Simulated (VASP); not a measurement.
Crystal: MgF2.

```xyz
6
Lattice="4.6220 0.0000 0.0000 0.0000 4.6220 0.0000 0.0000 0.0000 3.0461" Properties=species:S:1:pos:R:3 pbc="T T T"
Mg    2.3110    2.3110    1.5231
Mg    0.0000    0.0000    0.0000
F     3.2218    3.2218    0.0000
F     3.7113    0.9108    1.5231
F     1.4002    1.4002    0.0000
F     0.9108    3.7113    1.5231
```

Program: VASP 6.6.1. Alike in all runs: task single point; potentials or basis VASP PAW PBE potentials, release 64 (Mg, F); no spin polarisation; cell as given.

Q: Order these runs on this cell by their band gap on the k mesh, lowest first.
A. level r2SCAN; k mesh 6 × 6 × 8; cutoff (eV) 660; smearing gaussian 0.01 eV
B. level PBE0; k mesh 4 × 4 × 6; cutoff (eV) 520; smearing gaussian 0.01 eV; grid for exact exchange (PRECFOCK) Normal; share of exact exchange 0.25
C. level PBE; k mesh 6 × 6 × 8; cutoff (eV) 600; smearing fermi-dirac 0.02 eV

A: C (7.12 eV), A (8.03 eV), B (10.18 eV).

A k mesh can miss the band edges.
